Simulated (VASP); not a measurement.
# Ga (P1) in VASP: settings compared, part 2 of 2

VASP 6.6.1. The steps go on from the part before.

## (3) Single point, PBEsol (atoms moved at random)

The input, INCAR:

```
SYSTEM = Ga
PREC = Accurate ; ENCUT = 520
EDIFF = 1E-6 ; ISMEAR = -1
SIGMA = 0.05 ; LREAL = .False.
LASPH = .True. ; NELM = 80
ALGO = Fast ; ISIF = 2
LWAVE = .False. ; LCHARG = .True.
GGA = PS ; LELF = .True.
LVHAR = .True. ; NBANDS = 34
```

The input, KPOINTS:

```
Automatic mesh
0
Gamma
  7 7 6
  0 0 0
```

The input, POSCAR:

```
Ga
1.0
    3.8169566100     -2.3266295500      0.0000000000
    3.8169566100      2.3266295500      0.0000000000
    0.0000000000      0.0000000000      4.4882540000
Ga
4
Direct
    0.6624370000      0.0155300000      0.2406490000
    0.0008360000      0.6704610000      0.7494550000
    0.3258820000      0.9870640000      0.7457760000
    0.9896990000      0.3329120000      0.2453480000
```

Potentials or basis: VASP PAW PBE potentials, release 64 (Ga_d).

The run is started by

```sh
$ cat potpaw_PBE.64/Ga_d/POTCAR > POTCAR
$ mpirun -np 1 vasp_std > vasp.out
```

OUTCAR:

```text
SYSTEM = Ga
   PREC = Accurate
   ENCUT = 520
   EDIFF = 1E-6
   ISMEAR = -1
   LREAL = .False.
   LASPH = .True.
   NELM = 80
   ISIF = 2
   GGA = PS

 ion  position               nearest neighbor table
   1  0.662  0.016  0.241-   4 2.46   4 2.67   4 2.71   3 2.72   2 2.72   3 2.76   2 2.78
   2  0.001  0.670  0.749-   3 2.45   3 2.68   4 2.70   3 2.72   1 2.72   4 2.73   1 2.78
   3  0.326  0.987  0.746-   2 2.45   2 2.68   2 2.72   1 2.72   4 2.75   4 2.75   1 2.76
   4  0.990  0.333  0.245-   1 2.46   1 2.67   2 2.70   1 2.71   2 2.73   3 2.75   3 2.75

  LATTYP: Found a base centered orthorhombic cell.
 ALAT       =     4.6532591000
 B/A-ratio  =     1.6405519349
 C/A-ratio  =     0.9645398856

  Lattice vectors:

 A1 = (  -3.8169566100,  -2.3266295500,   0.0000000000)
 A2 = (   3.8169566100,  -2.3266295500,   0.0000000000)
 A3 = (   0.0000000000,   0.0000000000,   4.4882540000)

Analysis of symmetry for initial positions (statically):
=====================================================================
 Subroutine PRICEL returns:
 Original cell was already a primitive cell.

 Routine SETGRP: Setting up the symmetry group for a
 base centered orthorhombic supercell.

 Subroutine GETGRP returns: Found  1 space group operations
 (whereof  1 operations were pure point group operations)
 out of a pool of  8 trial point group operations.

The static configuration has the point symmetry C_1 .

Analysis of symmetry for dynamics (positions and initial velocities):
=====================================================================
 Subroutine PRICEL returns:
 Original cell was already a primitive cell.

 Routine SETGRP: Setting up the symmetry group for a
 base centered orthorhombic supercell.

 Subroutine GETGRP returns: Found  1 space group operations
 (whereof  1 operations were pure point group operations)
 out of a pool of  8 trial point group operations.

The dynamic configuration has the point symmetry C_1 .

 Subroutine INISYM returns: Found  1 space group operations
 (whereof  1 operations are pure point group operations),
 and found     1 'primitive' translations

----------------------------------------------------------------------------------------

                                     Primitive cell

  volume of cell :      79.7172

  direct lattice vectors                    reciprocal lattice vectors
     3.816956610 -2.326629550  0.000000000     0.130994415 -0.214903142  0.000000000
     3.816956610  2.326629550  0.000000000     0.130994415  0.214903142  0.000000000
     0.000000000  0.000000000  4.488254000     0.000000000  0.000000000  0.222803790

  length of vectors
     4.470163624  4.470163624  4.488254000     0.251680149  0.251680149  0.222803790

  position of ions in fractional coordinates (direct lattice)
     0.662437000  0.015530000  0.240649000
     0.000836000  0.670461000  0.749455000
     0.325882000  0.987064000  0.745776000
     0.989699000  0.332912000  0.245348000

  ion indices of the primitive-cell ions
   primitive index   ion index
                 1           1
                 2           2
                 3           3
                 4           4

----------------------------------------------------------------------------------------

[... 25 lines left out ...]
            Coordinates               Weight
  0.000000  0.000000  0.000000      1.000000
  0.142857  0.000000  0.000000      2.000000
 -0.000000 -0.142857  0.000000      2.000000
  0.285714  0.000000  0.000000      2.000000
 -0.000000 -0.285714  0.000000      2.000000
  0.428571  0.000000  0.000000      2.000000
[... 16 lines left out ...]
 -0.285714  0.285714  0.000000      2.000000
  0.428571  0.428571  0.000000      2.000000
 [... further k-points ...]
   k-points           NKPTS =    148   k-points in BZ     NKDIM =    148   number of bands    NBANDS=     34
   number of dos      NEDOS =    301   number of ions     NIONS =      4
   total plane-waves  NPLWV =  46656
   dimension x,y,z NGX =    36 NGY =   36 NGZ =   36
   dimension x,y,z NGXF=    72 NGYF=   72 NGZF=   72
   ions per type =               4
   NGX,Y,Z   is equivalent  to a cutoff of  13.39, 13.39, 13.33 a.u.
   NGXF,Y,Z  is equivalent  to a cutoff of  26.78, 26.78, 26.67 a.u.
 SYSTEM =  Ga
   PREC   = accura    normal or accurate (medium, high low for compatibility)
   ISTART =      0    job   : 0-new  1-cont  2-samecut
   ICHARG =      2    charge: 1-file 2-atom 10-const
   ISPIN  =      1    spin polarized calculation?
   LNONCOLLINEAR =      F non collinear calculations
   LSORBIT =      F    spin-orbit coupling
   LASPH  =      T    aspherical Exc in radial PAW
   ENCUT  =  520.0 eV  38.22 Ry    6.18 a.u.   8.31  8.31  8.35*2*pi/ulx,y,z
   NELM   =     80;   NELMIN=  2; NELMDL= -5     # of ELM steps
   EDIFF  = 0.1E-05   stopping-criterion for ELM
   LREAL  =      F    real-space projection
   EDIFFG = 0.1E-04   stopping-criterion for IOM
   NSW    =      0    number of steps for IOM
   IBRION =     -1    ionic relax: 0-MD 1-quasi-New 2-CG
   NFREE  =      0    steps in history (QN), initial steepest desc. (CG)
   ISIF   =      2    stress and relaxation
   ISYM   =      2    0-nonsym 1-usesym 2-fastsym
   POTIM  = 0.5000    time-step for ionic-motion
   TEBEG  =    0.0;   TEEND  =   0.0 temperature during run
   PSTRESS=    0.0 pullay stress
   NELECT =      52.0000    total number of electrons
   NUPDOWN=      -1.0000    fix difference up-down
   EMIN   =  10.00;   EMAX   =-10.00  energy-range for DOS
   EFERMI =   0.00;   METHOD = LEGACY
   ISMEAR =    -1;   SIGMA  =   0.05  broadening in eV -4-tet -1-fermi 0-gaus
   EFERMI_NEDOS =   21; number of points for ismear=-14 and -15
   IALGO  =     68    algorithm
   IMIX   =      4    mixing-type and parameters
     AMIX     =   0.40;   BMIX     =  1.00
     AMIX_MAG =   1.60;   BMIX_MAG =  1.00
  volume/ion in A,a.u.               =      19.93       134.49
  Fermi-wavevector in a.u.,A,eV,Ry     =   1.419794  2.683022 27.426826  2.015815
  Thomas-Fermi vector in A             =   2.540777
   LORBIT       =      0    0 simple, 1 ext, 2 COOP (PROOUT), +10 PAW based schemes
   GGA     = PS    functional components
   LHFCALC =     F    Hartree Fock is set to
   AEXX    =    0.0000 exact exchange contribution
   IVDW    =     0    specifies the selected vdW correction
   LEPSILON=     F    determine dielectric tensor
   LRPA    =     F    only Hartree local field effects (RPA)
 non-spin polarized calculation
 RMM-DIIS sequential band-by-band and
  energy-cutoff  :      520.00
  volume of cell :       79.72
 maximum number of plane-waves:      2168
 NGX is ok and might be reduce to    36
   NGX = 17   NGY = 17   NGZ = 17

 number of electron      51.9999996 magnetization

 Free energy of the ion-electron system (eV)
  ---------------------------------------------------
  ext. energy  EPLUGINS =         0.00000000
  ---------------------------------------------------
  free energy    TOTEN  =       -13.34289791 eV

  energy without entropy =      -13.33827435  energy(sigma->0) =      -13.34058613

 E-fermi :   4.8124     XC(G=0): -10.6557

 val. band max:        4.8109226894   @ k =  -0.0000  -0.1429  -0.1667
 cond. band min:       4.8259262156   @ k =   0.1429   0.0000   0.1667
 fundamental gap:      0.0150035262
 Fermi energy:         4.8124276233

 k-point     1 :       0.0000    0.0000    0.0000
  band No.  band energies     occupation
      1     -10.4019      2.00000
      2     -10.3601      2.00000
      3     -10.3470      2.00000
      4     -10.3184      2.00000
      5     -10.2513      2.00000
      6     -10.2165      2.00000
[... 877 lines left out ...]
     33      11.5012      0.00000
     34      11.7385      0.00000

 [... further k-points ...]

------------------------ aborting loop because EDIFF is reached ----------------------------------------

  FORCE on cell =-STRESS in cart. coord.  units (eV):
  Direction    XX          YY          ZZ          XY          YZ          ZX
  --------------------------------------------------------------------------------------
  -------------------------------------------------------------------------------------
  Total        0.5766509     -0.4503591     -0.3245952     -0.0854877      0.0494334      0.0019285
  in kB       11.5896853     -9.0514394     -6.5238021     -1.7181557      0.9935251      0.0387599
  external PRESSURE =      -1.3285187 kB  Pullay stress =       0.0000000 kB

 VOLUME and BASIS-vectors are now :
 -----------------------------------------------------------------------------
  energy-cutoff  :      520.00
  volume of cell :       79.72
      direct lattice vectors                 reciprocal lattice vectors
     3.816956610 -2.326629550  0.000000000     0.130994415 -0.214903142  0.000000000
     3.816956610  2.326629550  0.000000000     0.130994415  0.214903142  0.000000000
     0.000000000  0.000000000  4.488254000     0.000000000  0.000000000  0.222803790

 POSITION                                       TOTAL-FORCE (eV/Angst)
 -----------------------------------------------------------------------------------
      2.58777     -1.50511      1.08009        -0.200545      0.005164      0.110319
      2.56231      1.55797      3.36374        -0.252271     -0.081588     -0.108643
      5.01146      1.53833      3.34723         0.274077     -0.015477     -0.075794
      5.04835     -1.52810      1.10118         0.178739      0.091901      0.074118
 -----------------------------------------------------------------------------------
    total drift:                                0.000381      0.000324      0.000010

  FREE ENERGIE OF THE ION-ELECTRON SYSTEM (eV)
  ---------------------------------------------------
  free  energy   TOTEN  =       -13.3428979077 eV

  energy  without entropy=      -13.3382743531  energy(sigma->0) =      -13.34058613
```

OSZICAR:

```text
N       E                     dE             d eps       ncg     rms          rms(c)
DAV:   1     0.361464385483E+03    0.36146E+03   -0.25582E+04 10362   0.288E+03
DAV:   2     0.316083810882E+02   -0.32986E+03   -0.32153E+03 10336   0.536E+02
DAV:   3    -0.121035378728E+02   -0.43712E+02   -0.43223E+02 11448   0.152E+02
DAV:   4    -0.135247192967E+02   -0.14212E+01   -0.14146E+01 11772   0.306E+01
DAV:   5    -0.135543913024E+02   -0.29672E-01   -0.29664E-01 12614   0.455E+00    0.277E+00
RMM:   6    -0.133852502241E+02    0.16914E+00   -0.30698E-01 12463   0.561E+00    0.144E+00
RMM:   7    -0.133453992385E+02    0.39851E-01   -0.88948E-02 13601   0.264E+00    0.361E-01
RMM:   8    -0.133424500329E+02    0.29492E-02   -0.13943E-02 13275   0.965E-01    0.515E-02
RMM:   9    -0.133428386405E+02   -0.38861E-03   -0.39208E-03 16733   0.474E-01    0.318E-02
RMM:  10    -0.133428890799E+02   -0.50439E-04   -0.44212E-04 14180   0.189E-01    0.114E-02
RMM:  11    -0.133428928275E+02   -0.37476E-05   -0.14860E-04 15125   0.105E-01    0.348E-03
RMM:  12    -0.133428973404E+02   -0.45129E-05   -0.49724E-05 16338   0.502E-02    0.170E-03
RMM:  13    -0.133428979077E+02   -0.56728E-06   -0.68818E-06 10805   0.237E-02
   1 F= -.13342898E+02 E0= -.13340586E+02  d E =-.462355E-02
```

stdout:

```text
POSCAR found type information on POSCAR Ga
 POSCAR found :  1 types and       4 ions
 scaLAPACK will be used
 -----------------------------------------------------------------------------
|                                                                             |
|                                                                             |
|     You enforced a specific xc type in the INCAR file but a different       |
|     I HOPE YOU KNOW WHAT YOU ARE DOING!                                     |
|                                                                             |
 -----------------------------------------------------------------------------

 LDA part: xc-table for (Slater+PW92), standard interpolation
 POSCAR, INCAR and KPOINTS ok, starting setup
 FFT: planning ... GRIDC
 FFT: planning ... GRID_SOFT
 FFT: planning ... GRID
 WAVECAR not read
 entering main loop
```

Wall time 5.2 min (1 thread of Intel Xeon Platinum 8375C at 2.90GHz (Ice Lake), shared host); peak memory 0.4 GiB.

What came out:

```
Free energy            : -13.3429 eV
Pressure               : -0.1 GPa
Largest force          : 0.287 eV/Å
Band gap on the k mesh : zero (bands 26 and 27 overlap by 0.62 eV)
```

Forces in eV/Å, atoms in the order of the input:
```
Ga  -0.201  0.005  0.110
Ga  -0.252 -0.082 -0.109
Ga   0.274 -0.015 -0.076
Ga   0.179  0.092  0.074
```

Caveat: the cell differs from its parent crystal (atoms moved at random); the PAW data sets were made with another functional, which shifts forces and pressure a little.
